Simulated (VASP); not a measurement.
# Ru in VASP: notebook

Ru is run at these levels: LDA; tasks: single point.

Everything below comes from runs of VASP 6.6.1. Logs are shortened: lines on timing, memory, paths and dates and some standing lists are left out, and cuts for length are marked.

**1. The cell of the first run**

The cell holds a slab with vacuum, 5 atoms: a = 2.674 Å, b = 2.674 Å, c = 22.454 Å, α = 90.00°, β = 90.00°, γ = 120.00°.

**2. Single point, LDA**

The input, INCAR:

```
  PREC = Accurate
  ENCUT = 520
  EDIFF = 1E-6
  ISMEAR = 0
  SIGMA = 0.1
  LREAL = False
  LASPH = True
  NELM = 100
  ALGO = Normal
  ISIF = 2
  LWAVE = False
  LCHARG = False
  LDIPOL = True
  IDIPOL = 3
  DIPOL = 0.5 0.5 0.500
  NBANDS = 43
```

The input, KPOINTS:

```
regular mesh
0
Gamma
  12 12 1
```

The input, POSCAR:

```
Ru
1.0
    2.6740588505      0.0000000000      0.0000000000
   -1.3370294252      2.3158028957      0.0000000000
    0.0000000000      0.0000000000     22.4535219717
Ru
5
Direct
    0.6666666667      0.3333333333      0.3117551006
    0.3333333333      0.6666666667      0.4058775503
    0.6666666667      0.3333333333      0.5001503575
    0.3333333333      0.6666666667      0.5949825154
    0.6666666667      0.3333333333      0.6858578710
```

Potentials or basis: VASP PAW LDA potentials, release 64 (Ru_pv).

Command:

```bash
$ cat potpaw_LDA.64/Ru_pv/POTCAR > POTCAR
$ mpirun -np 1 vasp_std > vasp.out
```

OUTCAR:

```text
PREC = Accurate
   ENCUT = 520
   EDIFF = 1E-6
   ISMEAR = 0
   LREAL = False
   LASPH = True
   NELM = 100
   ISIF = 2

 ion  position               nearest neighbor table
   1  0.667  0.333  0.312-   2 2.62   2 2.62   2 2.62
   2  0.333  0.667  0.406-   1 2.62   1 2.62   1 2.62   3 2.62   3 2.62   3 2.62
   3  0.667  0.333  0.500-   2 2.62   2 2.62   2 2.62   4 2.63   4 2.63   4 2.63
   4  0.333  0.667  0.595-   5 2.56   5 2.56   5 2.56   3 2.63   3 2.63   3 2.63
   5  0.667  0.333  0.686-   4 2.56   4 2.56   4 2.56

  LATTYP: Found a hexagonal cell.
 ALAT       =     2.6740588505
 C/A-ratio  =     8.3967942469

  Lattice vectors:

 A1 = (   2.6740588505,   0.0000000000,   0.0000000000)
 A2 = (  -1.3370294252,   2.3158028957,   0.0000000000)
 A3 = (   0.0000000000,   0.0000000000,  22.4535219717)

Analysis of symmetry for initial positions (statically):
=====================================================================
 Subroutine PRICEL returns:
 Original cell was already a primitive cell.

 Routine SETGRP: Setting up the symmetry group for a
 hexagonal supercell.

 Subroutine GETGRP returns: Found  6 space group operations
 (whereof  6 operations were pure point group operations)
 out of a pool of 24 trial point group operations.

The static configuration has the point symmetry C_3v.

Analysis of symmetry for dynamics (positions and initial velocities):
=====================================================================
 Subroutine PRICEL returns:
 Original cell was already a primitive cell.

 Routine SETGRP: Setting up the symmetry group for a
 hexagonal supercell.

 Subroutine GETGRP returns: Found  6 space group operations
 (whereof  6 operations were pure point group operations)
 out of a pool of 24 trial point group operations.

The dynamic configuration has the point symmetry C_3v.

 Subroutine INISYM returns: Found  6 space group operations
 (whereof  6 operations are pure point group operations),
 and found     1 'primitive' translations

----------------------------------------------------------------------------------------

                                     Primitive cell

  volume of cell :     139.0455

  direct lattice vectors                    reciprocal lattice vectors
     2.674058850  0.000000000  0.000000000     0.373963348  0.215907840  0.000000000
    -1.337029425  2.315802896  0.000000000     0.000000000  0.431815679  0.000000000
     0.000000000  0.000000000 22.453521972     0.000000000  0.000000000  0.044536443

  length of vectors
     2.674058850  2.674058850 22.453521972     0.431815679  0.431815679  0.044536443

  position of ions in fractional coordinates (direct lattice)
     0.666666667  0.333333333  0.311755101
     0.333333333  0.666666667  0.405877550
     0.666666667  0.333333333  0.500150357
     0.333333333  0.666666667  0.594982515
     0.666666667  0.333333333  0.685857871

  ion indices of the primitive-cell ions
   primitive index   ion index
                 1           1
                 2           2
                 3           3
                 4           4
                 5           5

----------------------------------------------------------------------------------------

 KPOINTS: regular mesh

Automatic generation of k-mesh.
 Grid dimensions read from file:
 generate k-points for:   12   12    1

 Generating k-lattice:

  Cartesian coordinates                     Fractional coordinates (reciprocal lattice)
     0.031163612  0.017992320  0.000000000     0.083333333 -0.000000000  0.000000000
     0.000000000  0.035984640  0.000000000     0.000000000  0.083333333  0.000000000
     0.000000000  0.000000000  0.044536443     0.000000000  0.000000000  1.000000000

  Length of vectors
     0.035984640  0.035984640  0.044536443

  Shift w.r.t. Gamma in fractional coordinates (k-lattice)
     0.000000000  0.000000000  0.000000000

 Subroutine IBZKPT returns following result:
 ===========================================

 Found     19 irreducible k-points:

 Following reciprocal coordinates:
            Coordinates               Weight
  0.000000  0.000000  0.000000      1.000000
  0.083333 -0.000000  0.000000      6.000000
  0.166667  0.000000  0.000000      6.000000
  0.250000  0.000000  0.000000      6.000000
  0.333333  0.000000  0.000000      6.000000
  0.416667 -0.000000  0.000000      6.000000
[... 11 lines left out ...]
  0.333333  0.250000  0.000000     12.000000
  0.333333  0.333333  0.000000      2.000000
   k-points           NKPTS =     19   k-points in BZ     NKDIM =     19   number of bands    NBANDS=     43
   number of dos      NEDOS =    301   number of ions     NIONS =      5
   total plane-waves  NPLWV =  67200
   dimension x,y,z NGX =    20 NGY =   20 NGZ =  168
   dimension x,y,z NGXF=    40 NGYF=   40 NGZF=  336
   ions per type =               5
   NGX,Y,Z   is equivalent  to a cutoff of  12.43, 12.43, 12.44 a.u.
   NGXF,Y,Z  is equivalent  to a cutoff of  24.87, 24.87, 24.88 a.u.
 SYSTEM =  unknown system
   PREC   = accura    normal or accurate (medium, high low for compatibility)
   ISTART =      0    job   : 0-new  1-cont  2-samecut
   ICHARG =      2    charge: 1-file 2-atom 10-const
   ISPIN  =      1    spin polarized calculation?
   LNONCOLLINEAR =      F non collinear calculations
   LSORBIT =      F    spin-orbit coupling
   LASPH  =      T    aspherical Exc in radial PAW
   ENCUT  =  520.0 eV  38.22 Ry    6.18 a.u.   4.97  4.97 41.75*2*pi/ulx,y,z
   NELM   =    100;   NELMIN=  2; NELMDL= -5     # of ELM steps
   EDIFF  = 0.1E-05   stopping-criterion for ELM
   LREAL  =      F    real-space projection
   EDIFFG = 0.1E-04   stopping-criterion for IOM
   NSW    =      0    number of steps for IOM
   IBRION =     -1    ionic relax: 0-MD 1-quasi-New 2-CG
   NFREE  =      0    steps in history (QN), initial steepest desc. (CG)
   ISIF   =      2    stress and relaxation
   ISYM   =      2    0-nonsym 1-usesym 2-fastsym
   POTIM  = 0.5000    time-step for ionic-motion
   TEBEG  =    0.0;   TEEND  =   0.0 temperature during run
   PSTRESS=    0.0 pullay stress
   NELECT =      70.0000    total number of electrons
   NUPDOWN=      -1.0000    fix difference up-down
   EMIN   =  10.00;   EMAX   =-10.00  energy-range for DOS
   EFERMI =   0.00;   METHOD = LEGACY
   ISMEAR =     0;   SIGMA  =   0.10  broadening in eV -4-tet -1-fermi 0-gaus
   EFERMI_NEDOS =   21; number of points for ismear=-14 and -15
   IALGO  =     38    algorithm
   IMIX   =      4    mixing-type and parameters
     AMIX     =   0.40;   BMIX     =  1.00
     AMIX_MAG =   1.60;   BMIX_MAG =  1.00
  volume/ion in A,a.u.               =      27.81       187.67
  Fermi-wavevector in a.u.,A,eV,Ry     =   1.302332  2.461051 23.076428  1.696070
  Thomas-Fermi vector in A             =   2.433407
   LORBIT       =      0    0 simple, 1 ext, 2 COOP (PROOUT), +10 PAW based schemes
   GGA     = CA    functional components
   LHFCALC =     F    Hartree Fock is set to
   AEXX    =    0.0000 exact exchange contribution
   IVDW    =     0    specifies the selected vdW correction
   LEPSILON=     F    determine dielectric tensor
   LRPA    =     F    only Hartree local field effects (RPA)
 non-spin polarized calculation
 Gauss-broadening in eV      SIGMA  =   0.10
  energy-cutoff  :      520.00
  volume of cell :      139.05
 maximum number of plane-waves:      3801
 NGX is ok and might be reduce to    20
   NGX =  9   NGY =  9   NGZ = 83

 dipolmoment           0.000000      0.000000      0.012901 electrons x Angstroem

 number of electron      69.9999999 magnetization

 dipolmoment           0.000000      0.000000     -0.002578 electrons x Angstroem

 Free energy of the ion-electron system (eV)
  ---------------------------------------------------
  ext. energy  EPLUGINS =         0.00000000
  ---------------------------------------------------
  free energy    TOTEN  =       -50.98200748 eV

  energy without entropy =      -50.95221485  energy(sigma->0) =      -50.96711116

 E-fermi :   3.5215     XC(G=0):  -7.8306

 val. band max:        3.4822353190   @ k =   0.1667   0.0833   0.0000
 cond. band min:       3.5240774496   @ k =   0.2500   0.1667   0.0000
 fundamental gap:      0.0418421307
 Fermi energy:         3.5215052009

 k-point     1 :       0.0000    0.0000    0.0000
  band No.  band energies     occupation
      1     -40.0868      2.00000
      2     -39.7945      2.00000
      3     -39.3062      2.00000
      4     -39.1373      2.00000
      5     -39.1373      2.00000
      6     -39.0761      2.00000
[... 35 lines left out ...]
     42       4.6858      0.00000
     43       4.6858      0.00000

 k-point     2 :       0.0833   -0.0000    0.0000
  band No.  band energies     occupation
      1     -40.0646      2.00000
      2     -39.7859      2.00000
      3     -39.3376      2.00000
      4     -39.1899      2.00000
      5     -39.1543      2.00000
      6     -39.1041      2.00000
[... 35 lines left out ...]
     42       4.5094      0.00000
     43       4.7089      0.00000

 k-point     3 :       0.1667    0.0000    0.0000
  band No.  band energies     occupation
      1     -40.0034      2.00000
      2     -39.7711      2.00000
      3     -39.4551      2.00000
      4     -39.3388      2.00000
      5     -39.1999      2.00000
      6     -39.1992      2.00000
[... 35 lines left out ...]
     42       4.7460      0.00000
     43       5.0064      0.00000

 k-point     4 :       0.2500    0.0000    0.0000
  band No.  band energies     occupation
      1     -39.9232      2.00000
      2     -39.7916      2.00000
      3     -39.6333      2.00000
      4     -39.5415      2.00000
      5     -39.3574      2.00000
      6     -39.2611      2.00000
[... 633 lines left out ...]
     42       8.0537      0.00000
     43       8.5993      0.00000

 k-point    18 :       0.3333    0.2500    0.0000
  band No.  band energies     occupation
      1     -39.9365      2.00000
      2     -39.8923      2.00000
      3     -39.8234      2.00000
      4     -39.6759      2.00000
      5     -39.6234      2.00000
      6     -39.5964      2.00000
[... 35 lines left out ...]
     42       9.9342      0.00000
     43      10.5919      0.00000

 k-point    19 :       0.3333    0.3333    0.0000
  band No.  band energies     occupation
      1     -39.8805      2.00000
      2     -39.8427      2.00000
      3     -39.8032      2.00000
      4     -39.7347      2.00000
      5     -39.6957      2.00000
      6     -39.5984      2.00000
[... 35 lines left out ...]
     42      11.1487      0.00000
     43      11.1863      0.00000

------------------------ aborting loop because EDIFF is reached ----------------------------------------

 vacuum level on the upper side and lower side of the slab       (xc-potential included)        -0.207        -0.142

  FORCE on cell =-STRESS in cart. coord.  units (eV):
  Direction    XX          YY          ZZ          XY          YZ          ZX
  --------------------------------------------------------------------------------------
  -------------------------------------------------------------------------------------
  Total       -3.8488601     -3.8488601     -1.2682947     -0.0000000      0.0000000     -0.0000000
  in kB      -44.3491891    -44.3491891    -14.6141561     -0.0000000      0.0000000     -0.0000000
  external PRESSURE =     -34.4375114 kB  Pullay stress =       0.0000000 kB

 VOLUME and BASIS-vectors are now :
 -----------------------------------------------------------------------------
  energy-cutoff  :      520.00
  volume of cell :      139.05
      direct lattice vectors                 reciprocal lattice vectors
     2.674058850  0.000000000  0.000000000     0.373963348  0.215907840  0.000000000
    -1.337029425  2.315802896  0.000000000     0.000000000  0.431815679  0.000000000
     0.000000000  0.000000000 22.453521972     0.000000000  0.000000000  0.044536443

 POSITION                                       TOTAL-FORCE (eV/Angst)
 -----------------------------------------------------------------------------------
      1.33703      0.77193      7.00000        -0.000000      0.000000      0.710255
     -0.00000      1.54387      9.11338         0.000000     -0.000000     -0.737346
      1.33703      0.77193     11.23014         0.000000      0.000000     -0.008837
     -0.00000      1.54387     13.35945        -0.000000      0.000000     -0.042099
      1.33703      0.77193     15.39992         0.000000      0.000000      0.078027
 -----------------------------------------------------------------------------------
    total drift:                               -0.000000      0.000000      0.000051

  FREE ENERGIE OF THE ION-ELECTRON SYSTEM (eV)
  ---------------------------------------------------
  free  energy   TOTEN  =       -50.9820074778 eV

  energy  without entropy=      -50.9522148463  energy(sigma->0) =      -50.96711116

 vacuum level on the upper side and lower side of the slab         8.719         8.788
```

Wall time 1.7 min (1 thread of Intel Xeon 6975P-C (Granite Rapids), shared host); peak memory 0.24 GiB.

Results:

```yaml
Free_energy: -50.9820 eV
Largest_force: 0.737 eV/Å
Band_gap_on_the_k_mesh: zero (band 35 reaches 5.02 eV, above the bottom of band 36 at 2.39 eV)
```

Forces on the atoms (eV/Å):
```
Ru   0.000  0.000  0.710
Ru   0.000  0.000 -0.737
Ru   0.000  0.000 -0.009
Ru   0.000  0.000 -0.042
Ru   0.000  0.000  0.078
```

Levels at points of the mesh, in eV from the Fermi level:
```
           k point  band 30  band 31  band 32  band 33  band 34  band 35  band 36  band 37  band 38  band 39
(0.00, 0.00, 0.00)    -2.31    -2.31    -2.04    -2.04    -1.33    -1.06    -1.06    -0.23    -0.23     0.33
(0.50, 0.00, 0.00)    -0.89    -0.81     0.60     0.72     1.00     1.50     1.55     1.67     1.80     2.11
```

(Continued in part 2 of 2.)
